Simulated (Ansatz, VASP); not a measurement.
## One calculation of Hg, two programs

```
Hg
1.0
     1.73000    0.99882    2.23400
    -1.73000    0.99882    2.23400
     0.00000   -1.99763    2.23400
Hg
1
Direct
  0.00000 0.00000 0.00000
```

Alike in both runs: task single point; functional PBE; k mesh 15 × 15 × 15; occupations fermi-dirac, width 0.03 eV; non-collinear spin, spin-orbit coupling.

```csv
,VASP,Ansatz
version,VASP 6.6.1,Ansatz 0.2.0
potentials or method,"VASP PAW PBE potentials, release 64 (Hg), cutoff 520 eV",all-electron LAPW
```

```tsv
	VASP	Ansatz	Ansatz less VASP
pressure (GPa)	5.4	4.5	-0.93
traceless stress, the component that is largest in VASP (GPa)	0.00	-0.36	-0.361
```

Ansatz ran all-electron here, and VASP with PAW potentials.
